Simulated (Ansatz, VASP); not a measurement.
NaI: VASP beside Ansatz

File POSCAR:

```
NaI
1.0
    0.0000000000      3.1393080000      3.2364000000
    3.1393080000      0.0000000000      3.2364000000
    3.1393080000      3.1393080000      0.0000000000
Na I
1 1
Direct
    0.0000000000      0.0000000000      0.0000000000
    0.5000000000      0.5000000000      0.5000000000
```

The input INCAR.step1:

```
PREC = Accurate
ENCUT = 520
ISMEAR = 0
SIGMA = 0.05
LREAL = F
LASPH = T
NELM = 80
NBANDS = 14
GGA = PE
ALGO = Normal
EDIFF = 1E-4
LWAVE = T
LCHARG = F
```

INCAR.step2

```
PREC = Accurate
ENCUT = 520
EDIFF = 1E-6
ISMEAR = 0
SIGMA = 0.05
LREAL = F
LASPH = T
NELM = 80
ALGO = Normal
ISIF = 2
LWAVE = F
LCHARG = F
METAGGA = R2SCAN
LMIXTAU = T
NBANDS = 14
ISTART = 1
```

The input KPOINTS:

```
regular mesh
0
Gamma
  6 6 6
```

Input for Ansatz:

```yaml
crystal:
  lattice:
    - [0.0, 3.139308, 3.2364]
    - [3.139308, 0.0, 3.2364]
    - [3.139308, 3.139308, 0.0]
  atoms:
    - { symbol: Na, position: [0.0, 0.0, 0.0] }
    - { symbol: I, position: [0.5, 0.5, 0.5] }
basis:
  ecutwfc: 500
kpoints:
  mp_grid: { grid: [6, 6, 6] }
hamiltonian:
  xc: r2scan
scf:
  occupations: { method: gaussian, width: 0.05 }
output:
  forces: true
  stress: true
  eigenvalues: true
```

Change from the starting cell: strain -0.030 along x and y, +0.000 along z, atoms carried along.

Alike in both runs: task single point; functional r2SCAN; k mesh 6 × 6 × 6; occupations gaussian, width 0.05 eV; no spin polarisation.

```csv
,VASP,Ansatz
version,VASP 6.6.1,Ansatz 0.2.0
potentials or method,"VASP PAW PBE potentials, release 64 (Na_pv, I), cutoff 520 eV","scalar-relativistic, plane waves, PAW"
valence electrons in the cell,14,26
```

VASP gave:

- gap on the k mesh at the Fermi level (eV): 4.62
- least direct gap on the mesh (eV): 4.62
- pressure (GPa): 1.0
- traceless stress, the component that is largest in VASP (GPa): -0.71

Estimate Ansatz's values.

gap on the k mesh at the Fermi level (eV): 4.61; least direct gap on the mesh (eV): 4.61; pressure (GPa): 1.1; traceless stress, the component that is largest in VASP (GPa): -0.72.

VASP's potentials were made for PBE, not for r2SCAN. The functional is the same, so the differences come from potentials, cutoffs and numerics. VASP's potentials hold 14 valence electrons a cell and Ansatz's 26, so a difference there can come from the potentials and not from the codes.

Neither program's run includes spin-orbit coupling.
